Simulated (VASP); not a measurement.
The system is BN (Qingsongite).

```xyz
2
Lattice="0.0000 1.8048 1.8048 1.8048 0.0000 1.8048 1.8048 1.8048 0.0000" Properties=species:S:1:pos:R:3 pbc="T T T"
B     0.0000    0.0000    0.0000
N     0.9024    0.9024    0.9024
```

Base run:

| Property | Result |
| --- | --- |
| Program | VASP 6.6.1 |
| Functional | PBE |
| Potentials or basis | VASP PAW PBE potentials, release 64 (B, N) |
| Cutoff | 520 eV |
| k mesh | 12 × 12 × 12 |
| Occupations | fermi-dirac, width 0.02 eV |
| Spin | no spin polarisation |

Its results: band gap on the k mesh 4.46 eV, indirect (least direct gap 8.84 eV); pressure 5.0 GPa.

Problem. The run is repeated on the same cell with these changes: functional from PBE to r2SCAN; occupations from fermi-dirac, width 0.02 eV to gaussian, width 0.01 eV. What comes out?

Solution. Band gap on the k mesh 4.98 eV, indirect (least direct gap 9.55 eV); pressure 1.1 GPa.

Caveats: the PAW data sets were made with another functional, which shifts forces and pressure a little (some runs).

A k mesh can miss the band edges.
